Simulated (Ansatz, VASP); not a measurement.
One calculation of HgTe, two programs

```xyz
2
Lattice="0.0000 3.2235 3.2235 3.2235 0.0000 3.2235 3.2235 3.2235 0.0000" Properties=species:S:1:pos:R:3 pbc="T T T"
Hg    0.0000    0.0000    0.0000
Te    1.6118    1.6118    1.6118
```

Alike in both runs: task electric field gradients; functional PBE; k mesh 13 × 13 × 13; occupations fermi-dirac, width 0.05 eV; non-collinear spin, spin-orbit coupling.

|  | VASP | Ansatz |
| --- | --- | --- |
| version | VASP 6.6.1 | Ansatz 0.2.0 |
| potentials or method | VASP PAW PBE potentials, release 64 (Hg, Te) | plane-wave PAW |
| plane-wave cutoff (eV) | 520 | 420 |
| valence electrons in the cell | 18 | 36 |

```tsv
	VASP	Ansatz	Ansatz less VASP
pressure (GPa)	3.9	3.6	-0.28
```

The functional is the same, so the differences come from potentials, cutoffs and numerics. VASP's potentials hold 18 valence electrons a cell and Ansatz's 36, so a difference there can come from the potentials and not from the codes.
